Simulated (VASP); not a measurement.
A run of VASP 6.6.1:

INCAR

```
PREC = Accurate
ENCUT = 630
EDIFF = 1E-6
ISMEAR = -1
SIGMA = 0.05
LREAL = F
LASPH = T
NELM = 120
ALGO = Normal
ISIF = 2
LWAVE = F
LCHARG = T
GGA = CA
LELF = T
LVHAR = T
NBANDS = 20
GGA_COMPAT = F
```

Contents of KPOINTS:

```
regular mesh
0
Gamma
  14 14 14
```

POSCAR

```
CdS
1.0
    0.0000000000      2.6152276361      2.6152276361
    2.6152276361      0.0000000000      2.6152276361
    2.6152276361      2.6152276361      0.0000000000
Cd S
1 1
Direct
    0.0000000000      0.0000000000      0.0000000000
    0.5000000000      0.5000000000      0.5000000000
```

Potentials or basis: VASP PAW LDA potentials, release 64 (Cd_sv_GW, S).

Launch:

```sh
$ cat potpaw_LDA.64/Cd_sv_GW/POTCAR potpaw_LDA.64/S/POTCAR > POTCAR
$ mpirun -np 1 vasp_std > vasp.out
```

Hardware: 1 thread of AMD EPYC 9R45 96-Core Processor (Zen 5) (shared host).

Estimate the wall time of this run.

Run time: 47 s on 1 thread of AMD EPYC 9R45 96-Core Processor (Zen 5) (shared host), peak memory 0.22 GiB. Counts: scf iterations 12, k points 104.
